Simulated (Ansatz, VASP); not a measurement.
**Al5GaAs6 in VASP and in Ansatz**

The input INCAR:

```
ALGO = Normal ; EDIFF = 1E-6
ENCUT = 520 ; GGA = PE
ISIF = 2 ; ISMEAR = 0
LASPH = True ; LCHARG = False
LREAL = False ; LWAVE = False
NBANDS = 41 ; NELM = 100
PREC = Accurate ; SIGMA = 0.1
```

The input KPOINTS:

```
k-points
0
Gamma
  4 4 1
```

Contents of POSCAR:

```
Al5GaAs6
1.0
    3.8380647000      0.0000000000      0.0000000000
    0.0000000000      3.8380647000      0.0000000000
    0.0000000000      0.0000000000     16.2835294700
Al Ga As
5 1 6
Direct
    0.0000000000      0.0000000000      0.6666666700
    0.5000000000      0.5000000000      0.8333333300
    0.0000000000      0.0000000000      0.0000000000
    0.5000000000      0.5000000000      0.1666666700
    0.0000000000      0.0000000000      0.3333333300
    0.5000000000      0.5000000000      0.5000000000
    0.5000000000      0.0000000000      0.9166666700
    0.0000000000      0.5000000000      0.0833333300
    0.5000000000      0.0000000000      0.2500000000
    0.0000000000      0.5000000000      0.4166666700
    0.5000000000      0.0000000000      0.5833333300
    0.0000000000      0.5000000000      0.7500000000
```

Input for Ansatz:

```yaml
crystal:
  lattice:
    - [3.8380647, 0.0, 0.0]
    - [0.0, 3.8380647, 0.0]
    - [0.0, 0.0, 16.28352947]
  atoms:
    - { symbol: Al, position: [0.0, 0.0, 0.66666667] }
    - { symbol: Al, position: [0.5, 0.5, 0.83333333] }
    - { symbol: Al, position: [0.0, 0.0, 0.0] }
    - { symbol: Al, position: [0.5, 0.5, 0.16666667] }
    - { symbol: Al, position: [0.0, 0.0, 0.33333333] }
    - { symbol: Ga, position: [0.5, 0.5, 0.5] }
    - { symbol: As, position: [0.5, 0.0, 0.91666667] }
    - { symbol: As, position: [0.0, 0.5, 0.08333333] }
    - { symbol: As, position: [0.5, 0.0, 0.25] }
    - { symbol: As, position: [0.0, 0.5, 0.41666667] }
    - { symbol: As, position: [0.5, 0.0, 0.58333333] }
    - { symbol: As, position: [0.0, 0.5, 0.75] }
basis:
  ecutwfc: 420
kpoints:
  mp_grid: { grid: [4, 4, 1] }
hamiltonian:
  xc: pbe
scf:
  occupations: { method: gaussian, width: 0.1 }
  lower_state_search: "off"
output:
  forces: true
  stress: true
  eigenvalues: true
```

Alike in both runs: task single point; functional PBE; k mesh 4 × 4 × 1; occupations gaussian, width 0.1 eV; no spin polarisation.

|  | VASP | Ansatz |
| --- | --- | --- |
| version | VASP 6.6.1 | Ansatz 0.2.0 |
| potentials or method | VASP PAW PBE potentials, release 64 (Al, Ga_d, As), cutoff 520 eV | scalar-relativistic, plane waves, PAW |
| valence electrons in the cell | 58 | 118 |

```csv
,VASP,Ansatz,Ansatz less VASP
gap on the k mesh at the Fermi level (eV),1.15,1.16,+0.013
least direct gap on the mesh (eV),1.15,1.17,+0.014
pressure (GPa),15.8,15.5,-0.33
"traceless stress, the component that is largest in VASP (GPa)",-0.82,-0.82,+0.004
rms of the force components (eV/Å),0.031,0.031,0.0000
```

Atom by atom the forces differ by 0.000 eV/Å (rms over components). VASP's potentials hold 58 valence electrons a cell and Ansatz's 118, so a difference there can come from the potentials and not from the codes.
